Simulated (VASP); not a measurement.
# KZn3Ge4P7 (a cell with a defect) in VASP: further runs

KZn3Ge4P7 (a cell with a defect) is run at these levels: PBEsol; tasks: single point.

Program: VASP 6.6.1. These are calculated values, not measurements. Logs are shortened: lines on timing, memory, paths and dates and some standing lists are left out, and cuts for length are marked.

### Step 1. The cell of the first run

The cell holds a defect, 15 atoms: a = 5.424 Å, b = 5.424 Å, c = 10.709 Å, α = 90.00°, β = 90.00°, γ = 90.00°.

### Step 2. Single point, PBEsol, collinear spin

Input file INCAR:

```
SYSTEM = KZn3Ge4P7
PREC     = Accurate       ! precision mode
ENCUT    = 410            ! plane-wave cutoff, eV
EDIFF    = 1E-6           ! SCF threshold, eV
ISMEAR   = -1             ! smearing method
SIGMA    = 0.05           ! smearing width, eV
LREAL    = Auto         
LASPH    = .True.         ! aspherical terms in the spheres
NELM     = 200            ! most SCF steps
ALGO     = Normal         ! electronic algorithm
ISIF     = 2              ! what is computed and relaxed
LWAVE    = .False.        ! write WAVECAR
LCHARG   = .False.        ! write CHGCAR
ISPIN    = 2              ! spin polarisation
MAGMOM   = 0 0 0.286 0.286 0 0 0.286 0 0 0.286 0.286 0 0.286 0 0.286 ! initial moments
LORBIT   = 11             ! projections on sites
GGA      = PS             ! functional
NELECT   = 132.0        
ISYM     = -1           
NBANDS   = 85             ! bands
GGA_COMPAT= .False.
```

Input file KPOINTS:

```
explicit points
1
Reciprocal
  0.25000000   0.25000000   0.25000000 1
```

Input file POSCAR:

```
KZn3Ge4P7
1.0
    5.4241330000     -0.0000440000     -0.0000150000
   -0.0000440000      5.4241330000     -0.0000150000
   -0.0000300000     -0.0000300000     10.7085280000
Zn Ge P K
3 4 7 1
Direct
    0.9982090000      0.0025290000      0.9986230000
    0.9977580000      0.4972560000      0.2492840000
    0.4997240000      0.9892430000      0.7500420000
    0.0030980000      0.0033930000      0.4989070000
    0.5056430000      0.9986550000      0.2508260000
    0.4994140000      0.5021530000      0.0011570000
    0.0059060000      0.4990860000      0.7521410000
    0.2526380000      0.2546750000      0.1242670000
    0.7474820000      0.7465570000      0.1225030000
    0.7489190000      0.2491210000      0.3779360000
    0.2520790000      0.7545780000      0.3783460000
    0.2537350000      0.7450450000      0.8728500000
    0.7502490000      0.7499760000      0.6249880000
    0.7530330000      0.2505880000      0.8747270000
    0.4962420000      0.4980230000      0.4977660000
```

Potentials or basis: VASP PAW PBE potentials, release 64 (Zn, Ge_d, P, K_sv).

Command:

```bash
$ cat potpaw_PBE.64/Zn/POTCAR potpaw_PBE.64/Ge_d/POTCAR potpaw_PBE.64/P/POTCAR potpaw_PBE.64/K_sv/POTCAR > POTCAR
$ mpirun -np 1 vasp_std > vasp.out
```

OUTCAR:

```text
SYSTEM = KZn3Ge4P7
   PREC = Accurate
   ENCUT = 410
   EDIFF = 1E-6
   ISMEAR = -1
   LREAL = Auto
   LASPH = .True.
   NELM = 200
   ISIF = 2
   ISPIN = 2
   LORBIT = 11
   GGA = PS
   NELECT = 132.0
   ISYM = -1

 ion  position               nearest neighbor table
   1  0.998  0.003  0.999-  14 2.31   9 2.35   8 2.36  12 2.38
   2  0.998  0.497  0.249-   8 2.33   9 2.35  10 2.35  11 2.40
   3  0.500  0.989  0.750-  12 2.29  13 2.31  14 2.38
   4  0.003  0.003  0.499-  11 2.30  10 2.31  13 2.37
   5  0.506  0.999  0.251-  10 2.33   9 2.34  11 2.35   8 2.38
   6  0.499  0.502  0.001-   9 2.29   8 2.31  12 2.32  14 2.36
   7  0.006  0.499  0.752-  12 2.29  14 2.33  13 2.37
   8  0.253  0.255  0.124-   6 2.31   2 2.33   1 2.36   5 2.38
   9  0.747  0.747  0.123-   6 2.29   5 2.34   2 2.35   1 2.35
  10  0.749  0.249  0.378-  15 2.31   4 2.31   5 2.33   2 2.35
  11  0.252  0.755  0.378-   4 2.30  15 2.31   5 2.35   2 2.40
  12  0.254  0.745  0.873-   7 2.29   3 2.29   6 2.32   1 2.38
  13  0.750  0.750  0.625-   3 2.31   4 2.37  15 2.37   7 2.37
  14  0.753  0.251  0.875-   1 2.31   7 2.33   6 2.36   3 2.38
  15  0.496  0.498  0.498-  11 2.31  10 2.31  13 2.37

IMPORTANT INFORMATION: All symmetrisations will be switched off!
NOSYMM: (Re-)initialisation of all symmetry stuff for point group C_1.

----------------------------------------------------------------------------------------

                                     Primitive cell

  volume of cell :     315.0579

  direct lattice vectors                    reciprocal lattice vectors
     5.424133000 -0.000044000 -0.000015000     0.184361261  0.000001496  0.000000516
    -0.000044000  5.424133000 -0.000015000     0.000001496  0.184361261  0.000000516
    -0.000030000 -0.000030000 10.708528000     0.000000258  0.000000258  0.093383516

  length of vectors
     5.424133000  5.424133000 10.708528000     0.184361261  0.184361261  0.093383516

  position of ions in fractional coordinates (direct lattice)
     0.998209000  0.002529000  0.998623000
     0.997758000  0.497256000  0.249284000
     0.499724000  0.989243000  0.750042000
     0.003098000  0.003393000  0.498907000
     0.505643000  0.998655000  0.250826000
     0.499414000  0.502153000  0.001157000
     0.005906000  0.499086000  0.752141000
     0.252638000  0.254675000  0.124267000
     0.747482000  0.746557000  0.122503000
     0.748919000  0.249121000  0.377936000
     0.252079000  0.754578000  0.378346000
     0.253735000  0.745045000  0.872850000
     0.750249000  0.749976000  0.624988000
     0.753033000  0.250588000  0.874727000
     0.496242000  0.498023000  0.497766000

  ion indices of the primitive-cell ions
   primitive index   ion index
                 1           1
                 2           2
                 3           3
                 4           4
                 5           5
                 6           6
                 7           7
                 8           8
                 9           9
                10          10
                11          11
                12          12
                13          13
                14          14
                15          15

----------------------------------------------------------------------------------------

 KPOINTS: explicit points

Read explicit list of k-points.

 Found      1 k-points:

 Following reciprocal coordinates:
            Coordinates               Weight
  0.250000  0.250000  0.250000      1.000000
   k-points           NKPTS =      1   k-points in BZ     NKDIM =      1   number of bands    NBANDS=     85
   number of dos      NEDOS =    301   number of ions     NIONS =     15
   total plane-waves  NPLWV =  93312
   dimension x,y,z NGX =    36 NGY =   36 NGZ =   72
   dimension x,y,z NGXF=    72 NGYF=   72 NGZF=  144
   ions per type =               3   4   7   1
   NGX,Y,Z   is equivalent  to a cutoff of  11.03, 11.03, 11.18 a.u.
   NGXF,Y,Z  is equivalent  to a cutoff of  22.07, 22.07, 22.36 a.u.
 SYSTEM =  KZn3Ge4P7
   PREC   = accura    normal or accurate (medium, high low for compatibility)
   ISTART =      0    job   : 0-new  1-cont  2-samecut
   ICHARG =      2    charge: 1-file 2-atom 10-const
   ISPIN  =      2    spin polarized calculation?
   LNONCOLLINEAR =      F non collinear calculations
   LSORBIT =      F    spin-orbit coupling
   LASPH  =      T    aspherical Exc in radial PAW
   ENCUT  =  410.0 eV  30.13 Ry    5.49 a.u.   8.96  8.96 17.68*2*pi/ulx,y,z
   NELM   =    200;   NELMIN=  2; NELMDL= -5     # of ELM steps
   EDIFF  = 0.1E-05   stopping-criterion for ELM
   LREAL  =      T    real-space projection
   EDIFFG = 0.1E-04   stopping-criterion for IOM
   NSW    =      0    number of steps for IOM
   IBRION =     -1    ionic relax: 0-MD 1-quasi-New 2-CG
   NFREE  =      0    steps in history (QN), initial steepest desc. (CG)
   ISIF   =      2    stress and relaxation
   ISYM   =     -1    0-nonsym 1-usesym 2-fastsym
   POTIM  = 0.5000    time-step for ionic-motion
   TEBEG  =    0.0;   TEEND  =   0.0 temperature during run
   PSTRESS=    0.0 pullay stress
   NELECT =     132.0000    total number of electrons
   NUPDOWN=      -1.0000    fix difference up-down
   EMIN   =  10.00;   EMAX   =-10.00  energy-range for DOS
   EFERMI =   0.00;   METHOD = LEGACY
   ISMEAR =    -1;   SIGMA  =   0.05  broadening in eV -4-tet -1-fermi 0-gaus
   EFERMI_NEDOS =   21; number of points for ismear=-14 and -15
   IALGO  =     38    algorithm
   IMIX   =      4    mixing-type and parameters
     AMIX     =   0.40;   BMIX     =  1.00
     AMIX_MAG =   1.60;   BMIX_MAG =  1.00
  volume/ion in A,a.u.               =      21.00       141.74
  Fermi-wavevector in a.u.,A,eV,Ry     =   1.225000  2.314914 20.417234  1.500624
  Thomas-Fermi vector in A             =   2.360054
   LORBIT       =     11    0 simple, 1 ext, 2 COOP (PROOUT), +10 PAW based schemes
   GGA     = PS    functional components
   LHFCALC =     F    Hartree Fock is set to
   AEXX    =    0.0000 exact exchange contribution
   IVDW    =     0    specifies the selected vdW correction
   LEPSILON=     F    determine dielectric tensor
   LRPA    =     F    only Hartree local field effects (RPA)
 spin polarized calculation
  energy-cutoff  :      410.00
  volume of cell :      315.06
 maximum number of plane-waves:      5954
 NGX is ok and might be reduce to    36
   NGX = 17   NGY = 17   NGZ = 35

 number of electron     131.9999961 magnetization       0.0005806

 number of electron     131.9999961 magnetization      -0.0000645

 Free energy of the ion-electron system (eV)
  ---------------------------------------------------
  ext. energy  EPLUGINS =         0.00000000
  ---------------------------------------------------
  free energy    TOTEN  =       -77.50211715 eV

  energy without entropy =      -77.48963443  energy(sigma->0) =      -77.49587579

 E-fermi :   3.1805     XC(G=0):  -9.5507

 val. band max:        2.9540169488   @ k =   0.2500   0.2500   0.2500
 cond. band min:       3.4099072935   @ k =   0.2500   0.2500   0.2500
 fundamental gap:      0.4558903447
 Fermi energy:         3.1805345431

 spin component 1

 k-point     1 :       0.2500    0.2500    0.2500
  band No.  band energies     occupation
      1     -26.2558      1.00000
      2     -21.0564      1.00000
      3     -21.0341      1.00000
      4     -21.0230      1.00000
      5     -20.9446      1.00000
      6     -20.9278      1.00000
[... 70 lines left out ...]
     77       7.4696      0.00000
     78       7.6735      0.00000
 Fermi energy:         3.1805345431

 spin component 2

 k-point     1 :       0.2500    0.2500    0.2500
  band No.  band energies     occupation
      1     -26.2557      1.00000
      2     -21.0563      1.00000
      3     -21.0341      1.00000
      4     -21.0229      1.00000
      5     -20.9446      1.00000
      6     -20.9278      1.00000
[... 70 lines left out ...]
     77       7.4696      0.00000
     78       7.6736      0.00000
 [bands above 78 left out]

------------------------ aborting loop because EDIFF is reached ----------------------------------------

  FORCE on cell =-STRESS in cart. coord.  units (eV):
  Direction    XX          YY          ZZ          XY          YZ          ZX
  --------------------------------------------------------------------------------------
  -------------------------------------------------------------------------------------
  Total      -26.5876540    -26.1131799    -29.2627685     -8.6005212      2.0421230      1.4501532
  in kB     -135.2073077   -132.7944446   -148.8111790    -43.7365897     10.3848933      7.3745246
  external PRESSURE =    -138.9376438 kB  Pullay stress =       0.0000000 kB

 VOLUME and BASIS-vectors are now :
 -----------------------------------------------------------------------------
  energy-cutoff  :      410.00
  volume of cell :      315.06
      direct lattice vectors                 reciprocal lattice vectors
     5.424133000 -0.000044000 -0.000015000     0.184361261  0.000001496  0.000000516
    -0.000044000  5.424133000 -0.000015000     0.000001496  0.184361261  0.000000516
    -0.000030000 -0.000030000 10.708528000     0.000000258  0.000000258  0.093383516

 POSITION                                       TOTAL-FORCE (eV/Angst)
 -----------------------------------------------------------------------------------
      5.41439      0.01364     10.69377        -0.241907     -0.082064      0.558513
      5.41194      2.69713      2.66944        -0.020125      0.112953      0.763301
      2.71050      5.36574      8.03182         0.198809      0.324975      0.963111
      0.01679      0.01839      5.34256        -0.770119     -1.013036      0.553746
      2.74262      5.41681      2.68595        -0.313487     -0.123830      0.559967
      2.70887      2.72372      0.01237         0.035876     -0.080956     -0.125885
      0.03199      2.70709      8.05432        -0.616771      0.330644      0.414555
      1.37033      1.38138      1.33071        -0.267798     -0.749093     -0.494789
      4.05441      4.04939      1.31180         0.674143      0.739719     -0.507500
      4.06221      1.35122      4.04712         3.343699     -2.599871     -2.267342
      1.36727      4.09291      4.05151        -3.049472      3.013580     -2.570130
      1.37623      4.04119      9.34692         0.105750     -0.136203     -0.429378
      4.06940      4.06792      6.69268         3.650329      2.538244      1.880367
      4.08451      1.35916      9.36702        -0.438887      0.068422     -0.909667
      2.69165      2.70131      5.33033        -2.290040     -2.343483      1.611131
 -----------------------------------------------------------------------------------
    total drift:                               -0.002649      0.003286     -0.007507

  FREE ENERGIE OF THE ION-ELECTRON SYSTEM (eV)
  ---------------------------------------------------
  free  energy   TOTEN  =       -77.5021171521 eV

  energy  without entropy=      -77.4896344338  energy(sigma->0) =      -77.49587579

 total charge

# of ion       s       p       d       tot
------------------------------------------
    1        0.573   0.506   9.718  10.797
    2        0.565   0.513   9.713  10.791
    3        0.603   0.392   9.727  10.722
    4        1.149   1.011  10.041  12.201
    5        1.088   1.144  10.059  12.291
    6        1.079   1.188  10.070  12.337
    7        1.138   1.023  10.039  12.200
    8        1.040   1.355   0.000   2.395
    9        1.037   1.378   0.000   2.416
   10        1.088   1.357   0.000   2.445
   11        1.088   1.348   0.000   2.435
   12        1.035   1.383   0.000   2.418
   13        1.084   1.341   0.000   2.424
   14        1.030   1.377   0.000   2.408
   15        2.015   5.520   0.192   7.727
--------------------------------------------------
tot         15.611  20.837  69.560 106.008

 magnetization (x)

# of ion       s       p       d       tot
------------------------------------------
    1        0.000  -0.000  -0.000  -0.000
    2        0.000  -0.000  -0.000  -0.000
    3        0.000   0.000   0.000   0.000
    4       -0.000   0.000   0.000   0.000
    5        0.000  -0.000  -0.000  -0.000
    6        0.000   0.000  -0.000  -0.000
    7       -0.000   0.000  -0.000   0.000
    8       -0.000  -0.000   0.000  -0.000
    9       -0.000  -0.000   0.000  -0.000
   10        0.000   0.000   0.000   0.000
   11        0.000   0.000   0.000   0.000
   12       -0.000  -0.000   0.000  -0.000
   13       -0.000   0.000   0.000   0.000
   14       -0.000  -0.000   0.000  -0.000
   15        0.000   0.000   0.000   0.000
--------------------------------------------------
tot          0.000  -0.000   0.000   0.000
```

Wall time 51 s (1 thread of Intel Xeon 6975P-C (Granite Rapids), shared host); peak memory 0.37 GiB.

What came out:

* Free energy: -77.5021 eV
* Largest force: 4.999 eV/Å
* Net moment: 0.00 μB per cell
* Valence electrons inside the program's atomic spheres: Zn 10.80, 10.79, 10.72; Ge 12.20, 12.29, 12.34 (each value once); P 2.40, 2.42, 2.44, 2.41 (each value once); K 7.73

Forces in eV/Å, atoms in the order of the input:
```
Zn  -0.242 -0.082  0.559
Zn  -0.020  0.113  0.763
Zn   0.199  0.325  0.963
Ge  -0.770 -1.013  0.554
Ge  -0.313 -0.124  0.560
Ge   0.036 -0.081 -0.126
Ge  -0.617  0.331  0.415
P   -0.268 -0.749 -0.495
P    0.674  0.740 -0.507
P    3.344 -2.600 -2.267
P   -3.049  3.014 -2.570
P    0.106 -0.136 -0.429
P    3.650  2.538  1.880
P   -0.439  0.068 -0.910
K   -2.290 -2.343  1.611
```

Caveat: the cell carries a net charge on a neutralising background, which shifts energy and pressure; the cell is charged against a uniform background, so pressure and absolute levels hang on convention; the PAW data sets were made with another functional, which shifts forces and pressure a little.

### Step 3. Single point, PBEsol, collinear spin

Input file INCAR:

```
ALGO = Normal
EDIFF = 1E-6
ENCUT = 410
GGA = PS
GGA_COMPAT = False
ISIF = 2
ISMEAR = -1
ISPIN = 2
ISYM = -1
LASPH = True
LCHARG = False
LORBIT = 11
LREAL = Auto
LWAVE = False
MAGMOM = 0 0 0.286 0.286 0 0 0.286 0 0 0.286 0.286 0 0.286 0 0.286
NBANDS = 85
NELECT = 128.0
NELM = 200
PREC = Accurate
SIGMA = 0.05
```

KPOINTS is that of step 2.

POSCAR is that of step 2.

Potentials or basis: VASP PAW PBE potentials, release 64 (Zn, Ge_d, P, K_sv).

Command:

```bash
$ cat potpaw_PBE.64/Zn/POTCAR potpaw_PBE.64/Ge_d/POTCAR potpaw_PBE.64/P/POTCAR potpaw_PBE.64/K_sv/POTCAR > POTCAR
$ mpirun -np 1 vasp_std > vasp.out
```

It took 1.7 min on 1 thread of Intel Xeon 6975P-C (Granite Rapids), shared host; peak memory 0.38 GiB.

Results (log left out):

| Property | Result |
| --- | --- |
| Free energy | -88.6189 eV |
| Largest force | 4.765 eV/Å |
| Net moment | 0.12 μB per cell |
| Site moments | Zn -0.02, +0.02, +0.00; Ge -0.01, -0.00, +0.00, +0.01; P +0.00, +0.05, +0.08, -0.06, -0.04, +0.04, -0.03; K +0.01 μB |
| Valence electrons inside the program's atomic spheres | Zn 10.68, 10.67, 10.62; Ge 12.08, 12.18, 12.23, 12.07; P 2.29, 2.31, 2.33, 2.32 (each value once); K 7.62 |

Forces in eV/Å, atoms in the order of the input:
```
Zn   0.121 -0.331  0.962
Zn   0.015  0.154  0.764
Zn   0.099  0.120  0.565
Ge  -0.690 -0.791  0.089
Ge  -0.201 -0.141  0.565
Ge   0.096 -0.182  0.763
Ge  -0.685  0.223  0.223
P   -0.061 -0.472 -0.705
P    0.322  0.673 -0.700
P    3.194 -2.553 -2.208
P   -2.929  2.918 -2.370
P    0.019  0.577 -0.566
P    3.333  2.459  2.079
P   -0.403 -0.346 -0.844
K   -2.231 -2.306  1.383
```

Levels at points of the mesh, in eV from the Fermi level:
Spin up:
```
           k point  band 62  band 63  band 64  band 65  band 66  band 67
(0.25, 0.25, 0.25)    -0.90    -0.43    -0.13     0.10     0.26     0.79
```
Spin down:
| k point | band 61 | band 62 | band 63 | band 64 | band 65 | band 66 | band 67 | band 68 |
| --- | --- | --- | --- | --- | --- | --- | --- | --- |
| (0.25, 0.25, 0.25) | -1.04 | -0.90 | -0.44 | -0.07 | 0.09 | 0.29 | 0.82 | 1.03 |

Caveat: the cell carries a net charge on a neutralising background, which shifts energy and pressure; the cell is charged against a uniform background, so pressure and absolute levels hang on convention; the PAW data sets were made with another functional, which shifts forces and pressure a little.
